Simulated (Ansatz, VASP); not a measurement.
# One calculation of Al8N, two programs

Contents of INCAR:

```
  PREC = Accurate
  ENCUT = 520
  EDIFF = 1E-6
  ISMEAR = 0
  SIGMA = 0.1
  LREAL = False
  LASPH = True
  NELM = 100
  ALGO = Normal
  ISIF = 2
  LWAVE = False
  LCHARG = False
  LDIPOL = True
  IDIPOL = 3
  DIPOL = 0.5 0.5 0.402
  GGA = PE
  NBANDS = 24
```

The input KPOINTS:

```
regular mesh
0
Gamma
  9 9 1
```

POSCAR

```
Al8N
1.0
    2.8543223330      0.0000000000      0.0000000000
   -1.4271611665      2.4719156510      0.0000000000
    0.0000000000      0.0000000000     33.4760593533
Al N
8 1
Direct
    0.3333333333      0.6666666667      0.1194883770
    0.0000000000      0.0000000000      0.1895622803
    0.6666666667      0.3333333333      0.2596361837
    0.0000000000      0.0000000000      0.3297100869
    0.3333333333      0.6666666667      0.3992195594
    0.0000000000      0.0000000000      0.4696536480
    0.6666666667      0.3333333333      0.5400996810
    0.0000000000      0.0000000000      0.6116627748
    0.7777777778     -0.7777777778      0.7003828947
```

Input for Ansatz:

```yaml
crystal:
  lattice:
    - [2.854322333, 0.0, 0.0]
    - [-1.4271611665, 2.471915651, 0.0]
    - [0.0, 0.0, 33.4760593533]
  atoms:
    - { symbol: Al, position: [0.3333333333, 0.6666666667, 0.119488377] }
    - { symbol: Al, position: [0.0, 0.0, 0.1895622803] }
    - { symbol: Al, position: [0.6666666667, 0.3333333333, 0.2596361837] }
    - { symbol: Al, position: [0.0, 0.0, 0.3297100869] }
    - { symbol: Al, position: [0.3333333333, 0.6666666667, 0.3992195594] }
    - { symbol: Al, position: [0.0, 0.0, 0.469653648] }
    - { symbol: Al, position: [0.6666666667, 0.3333333333, 0.540099681] }
    - { symbol: Al, position: [0.0, 0.0, 0.6116627748] }
    - { symbol: "N", position: [0.7777777778, -0.7777777778, 0.7003828947] }
basis:
  ecutwfc: 420
kpoints:
  mp_grid: { grid: [9, 9, 1] }
hamiltonian:
  xc: pbe
scf:
  occupations: { method: gaussian, width: 0.1 }
output:
  forces: true
  eigenvalues: true
  write_density: true
  write_potential: true
  elf: true
  volumetric_format: npy
efield:
  axis: 3
  dipole_correction: true
  ramp_width: 0.04
```

Alike in both runs: task single point; functional PBE; k mesh 9 × 9 × 1; occupations gaussian, width 0.1 eV; no spin polarisation.

|  | VASP | Ansatz |
| --- | --- | --- |
| version | VASP 6.6.1 | Ansatz 0.2.0 |
| potentials or method | VASP PAW PBE potentials, release 64 (Al, N), cutoff 520 eV | scalar-relativistic, plane waves, PAW |
| valence electrons in the cell | 29 | 29 |

```csv
,VASP,Ansatz,Ansatz less VASP
gap on the k mesh at the Fermi level (eV),none,none,-
rms of the force components (eV/Å),0.300,0.300,+0.0001
```

Atom by atom the forces differ by 0.000 eV/Å (rms over components). A gap of «none» marks a metal or a gap that the smearing closes. The functional is the same, so the differences come from potentials, cutoffs and numerics. Ansatz's warnings: xc potential rough in thin density.
